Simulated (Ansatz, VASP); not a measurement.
## BaO in VASP and in Ansatz

The input INCAR:

```
  PREC = Accurate
  ENCUT = 600
  EDIFF = 1E-6
  ISMEAR = -1
  SIGMA = 0.02
  LREAL = False
  LASPH = True
  NELM = 120
  ALGO = Normal
  ISIF = 2
  LWAVE = False
  LCHARG = False
  GGA = PE
  NBANDS = 15
  GGA_COMPAT = False
```

File KPOINTS:

```
Automatic mesh
0
Gamma
  8 8 8
```

The input POSCAR:

```
BaO
1.0
    0.0000000000      2.7591362797      2.7591362797
    2.7591362797      0.0000000000      2.7591362797
    2.7591362797      2.7591362797      0.0000000000
Ba O
1 1
Direct
    0.0000000000      0.0000000000      0.0000000000
    0.5000000000      0.5000000000      0.5000000000
```

Input for Ansatz:

```yaml
crystal:
  lattice:
    - [0.0, 2.7591362797, 2.7591362797]
    - [2.7591362797, 0.0, 2.7591362797]
    - [2.7591362797, 2.7591362797, 0.0]
  atoms:
    - { symbol: Ba, position: [0.0, 0.0, 0.0] }
    - { symbol: O, position: [0.5, 0.5, 0.5] }
kpoints:
  mp_grid: { grid: [8, 8, 8] }
  band_path:
    path:
      - [0.0, 0.0, 0.0]
      - [0.5, 0.0, 0.5]
      - [0.625, 0.25, 0.625]
      - [0.375, 0.375, 0.75]
      - [0.0, 0.0, 0.0]
      - [0.5, 0.5, 0.5]
      - [0.5, 0.25, 0.75]
      - [0.5, 0.0, 0.5]
    npoints: 5
scf:
  occupations: { method: fermi_dirac, width: 0.02 }
hamiltonian:
  xc: pbe
  pseudopotentials: { kind: all_electron, lapw: { basis_error: 0.0005 } }
output:
  forces: true
  stress: true
  eigenvalues: true
```

Change from the starting cell: volume scaled by 1.01.

Alike in both runs: task single point; functional PBE; k mesh 8 × 8 × 8; occupations fermi-dirac, width 0.02 eV; no spin polarisation.

|  | VASP | Ansatz |
| --- | --- | --- |
| version | VASP 6.6.1 | Ansatz 0.2.0 |
| potentials or method | VASP PAW PBE potentials, release 64 (Ba_sv, O), cutoff 600 eV | all-electron LAPW, scalar-relativistic |

|  | VASP | Ansatz | Ansatz less VASP |
| --- | --- | --- | --- |
| gap on the k mesh at the Fermi level (eV) | 1.94 | 2.00 | +0.067 |
| pressure (GPa) | 3.9 | 2.2 | -1.71 |

Ansatz ran all-electron here, and VASP with PAW potentials.

Spin-orbit coupling is off throughout.
